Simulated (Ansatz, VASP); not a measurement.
**Two plane-wave programs on ZrC**

```
Zr C
1.0
     0.00000    2.32073    2.32073
     2.32073    0.00000    2.32073
     2.32073    2.32073    0.00000
Zr C
1 1
Direct
  0.50000 0.50000 0.50976
  0.00000 0.00000 0.92589
```

Change from the starting cell: mode 4 frozen in at -0.172 Å and mode 5 at -0.172 Å (largest displacements).

Alike in both runs: task single point; functional LDA; k mesh 16 × 16 × 16; occupations gaussian, width 0.15 eV; no spin polarisation.

|  | VASP | Ansatz |
| --- | --- | --- |
| version | VASP 6.6.1 | Ansatz 0.2.0 |
| potentials or method | VASP PAW LDA potentials, release 64 (Zr_sv, C), cutoff 520 eV | scalar-relativistic, plane waves, PAW |
| valence electrons in the cell | 16 | 16 |

```tsv
	VASP	Ansatz	Ansatz less VASP
gap on the k mesh at the Fermi level (eV)	0.12	0.12	+0.008
least direct gap on the mesh (eV)	0.32	0.32	+0.005
pressure (GPa)	7.2	6.5	-0.67
traceless stress, the component that is largest in VASP (GPa)	-8.42	-8.36	+0.061
rms of the force components (eV/Å)	1.267	1.253	-0.0135
```

LDA's correlation is that of Perdew and Zunger in VASP and of Perdew and Wang (1992) in Ansatz. Atom by atom the forces differ by 0.013 eV/Å (rms over components).
